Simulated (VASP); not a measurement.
Runs of VASP 6.6.1 on Mo. The structure is that of space group P6/mmm (No. 191), or close to it. The cells are those of the table. 

```csv
cell,gap on the mesh (eV),pressure (GPa)
"a = 2.717, b = 2.717, c = 2.538 Å, angles 90.0, 90.0, 120.0°, 1 atom",none,0.9
"a = 2.798, b = 2.798, c = 2.613 Å, angles 90.0, 90.0, 120.0°, 1 atom",none,(b)
"a = 2.689, b = 2.689, c = 2.512 Å, angles 90.0, 90.0, 120.0°, 1 atom",none,8.4
"a = 2.745, b = 2.745, c = 2.564 Å, angles 90.0, 90.0, 120.0°, 1 atom",none,-5.6
"a = 2.772, b = 2.772, c = 2.589 Å, angles 90.0, 90.0, 120.0°, 1 atom",none,(a)
```

Alike in all rows: task single point; level PBEsol; potentials or basis VASP PAW PBE potentials, release 64 (Mo_sv); no spin polarisation; k mesh 12 × 12 × 11; cutoff (eV) 520; smearing fermi-dirac 0.15 eV.

Q: Fill in the values left out.

A: (a) -11.1; (b) -15.7.

Caveats: the PAW data sets were made with another functional, which shifts forces and pressure a little.

A k mesh can miss the band edges, and the runs leave out spin-orbit coupling on Mo.

A gap of «none» marks levels without a gap at the run's occupations.
